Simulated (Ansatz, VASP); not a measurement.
**Two plane-wave programs on Mo**

INCAR

```
SYSTEM = Mo
  PREC = Accurate
  ENCUT = 520
  EDIFF = 1E-6
  ISMEAR = 0
  SIGMA = 0.15
  LREAL = .False.
  LASPH = .True.
  NELM = 100
  ALGO = Fast
  ISIF = 2
  LWAVE = .False.
  LCHARG = .False.
  GGA = PS
  NBANDS = 13
```

KPOINTS

```
Automatic mesh
0
Gamma
  22 22 22
  0 0 0
```

File POSCAR:

```
Mo
1.0
   -1.5710000000      1.5710000000      1.5081600000
    1.5710000000     -1.5710000000      1.5081600000
    1.5710000000      1.5710000000     -1.5081600000
Mo
1
Direct
    0.0000000000      0.0000000000      0.0000000000
```

Input for Ansatz:

```yaml
crystal:
  lattice:
    - [-1.571, 1.571, 1.50816]
    - [1.571, -1.571, 1.50816]
    - [1.571, 1.571, -1.50816]
  atoms:
    - { symbol: Mo, position: [0.0, 0.0, 0.0] }
basis:
  ecutwfc: 420
kpoints:
  mp_grid: { grid: [22, 22, 22] }
hamiltonian:
  xc: pbesol
scf:
  occupations: { method: gaussian, width: 0.15 }
output:
  forces: true
  stress: true
  eigenvalues: true
```

Change from the starting cell: strain +0.000 along x and y, -0.040 along z, atoms carried along.

Alike in both runs: task single point; functional PBEsol; k mesh 22 × 22 × 22; occupations gaussian, width 0.15 eV; no spin polarisation.

|  | VASP | Ansatz |
| --- | --- | --- |
| version | VASP 6.6.1 | Ansatz 0.2.0 |
| potentials or method | VASP PAW PBE potentials, release 64 (Mo_sv), cutoff 520 eV | scalar-relativistic, plane waves, PAW |
| valence electrons in the cell | 14 | 14 |

```tsv
	VASP	Ansatz	Ansatz less VASP
gap on the k mesh at the Fermi level (eV)	none	none	-
pressure (GPa)	9.5	8.8	-0.64
traceless stress, the component that is largest in VASP (GPa)	9.39	9.39	-0.001
```

VASP's potentials were made for PBE, not for PBEsol. A gap of «none» marks a metal or a gap that the smearing closes.
